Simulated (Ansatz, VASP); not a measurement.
Two plane-wave programs on ZnO

The input INCAR:

```
SYSTEM = ZnO
ALGO = Normal
EDIFF = 1E-6
EDIFFG = -0.008
ENCUT = 520
GGA = PE
IBRION = 2
ISIF = 2
ISMEAR = 0
LASPH = .TRUE.
LCHARG = .FALSE.
LREAL = .FALSE.
LWAVE = .FALSE.
NELM = 100
NSW = 60
PREC = Accurate
SIGMA = 0.02
```

File KPOINTS:

```
k-points
0
G
  12 12 6
  0 0 0
```

File POSCAR:

```
ZnO
1.0
    3.2793907632      0.0000000000      0.0000000000
   -1.6396953816      2.8400357098      0.0000000000
    0.0000000000      0.0000000000      5.5049624961
Zn O
2 2
Direct
    0.6666666667      0.3333333333      0.5028166864
    0.3333333333      0.6666666667      0.0028166864
    0.6666666667      0.3333333333      0.8774933136
    0.3333333333      0.6666666667      0.3774933136
```

Input for Ansatz:

```yaml
crystal:
  lattice:
    - [3.2793907632, 0.0, 0.0]
    - [-1.6396953816, 2.8400357098, 0.0]
    - [0.0, 0.0, 5.5049624961]
  atoms:
    - { symbol: Zn, position: [0.6666666667, 0.3333333333, 0.5028166864] }
    - { symbol: Zn, position: [0.3333333333, 0.6666666667, 0.0028166864] }
    - { symbol: O, position: [0.6666666667, 0.3333333333, 0.8774933136] }
    - { symbol: O, position: [0.3333333333, 0.6666666667, 0.3774933136] }
basis:
  ecutwfc: 420
kpoints:
  mp_grid: { grid: [12, 12, 6] }
hamiltonian:
  xc: pbe
scf:
  occupations: { method: gaussian, width: 0.02 }
output:
  forces: true
  stress: true
  eigenvalues: true
relax:
  adjacent_minimum: "off"
  f_tol: 0.008
  max_steps: 40
```

Change from the starting cell: strain along c alone, the other axes held, atoms relaxed: +4.0 %.

Alike in both runs: task relaxation of the atoms; functional PBE; k mesh 12 × 12 × 6; occupations gaussian, width 0.02 eV; no spin polarisation.

|  | VASP | Ansatz |
| --- | --- | --- |
| version | VASP 6.6.1 | Ansatz 0.2.0 |
| potentials or method | VASP PAW PBE potentials, release 64 (Zn, O), cutoff 520 eV | scalar-relativistic, plane waves, PAW |
| valence electrons in the cell | 36 | 36 |

```tsv
	VASP	Ansatz	Ansatz less VASP
gap on the k mesh at the Fermi level, each at its own relaxed structure (eV)	0.61	0.62	+0.017
```

Ansatz's warnings: stress scf threshold loose.
